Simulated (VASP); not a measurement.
Runs of VASP 6.6.1 on In. The structure is that of space group P6/mmm (No. 191), or close to it. The cells are those of the table. This isn't the form of In at room conditions, which is tetragonal.

```csv
cell,k mesh,gap on the mesh (eV),pressure (GPa)
"a = 5.240, b = 5.240, c = 3.241 Å, angles 90.0, 90.0, 120.0°, 3 atoms",8 × 8 × 11,none,1.9
"a = 5.166, b = 5.166, c = 3.196 Å, angles 90.0, 90.0, 120.0°, 3 atoms",8 × 8 × 11,none,4.2
"a = 5.090, b = 5.090, c = 3.149 Å, angles 90.0, 90.0, 120.0°, 3 atoms",8 × 8 × 11,none,(a)
"a = 5.312, b = 5.312, c = 3.286 Å, angles 90.0, 90.0, 120.0°, 3 atoms",8 × 8 × 11,none,0.1
"a = 5.312, b = 5.312, c = 3.286 Å, angles 90.0, 90.0, 120.0°, 3 atoms",7 × 7 × 10,none,(b)
```

Alike in all rows: task single point; level r2SCAN; potentials or basis VASP PAW PBE potentials, release 64 (In_d); no spin polarisation; cutoff (eV) 520; smearing fermi-dirac 0.1 eV.

Task: Estimate the missing entries.

Result: (a) 7.2; (b) 0.0.

Caveats: the PAW data sets were made with another functional, which shifts forces and pressure a little; spin-orbit coupling is left out, which moves the levels of the heavy elements; the cell stands under pressure (at least some runs).

A k mesh can miss the band edges, and the runs leave out spin-orbit coupling on In.

A gap of «none» marks levels without a gap at the run's occupations.
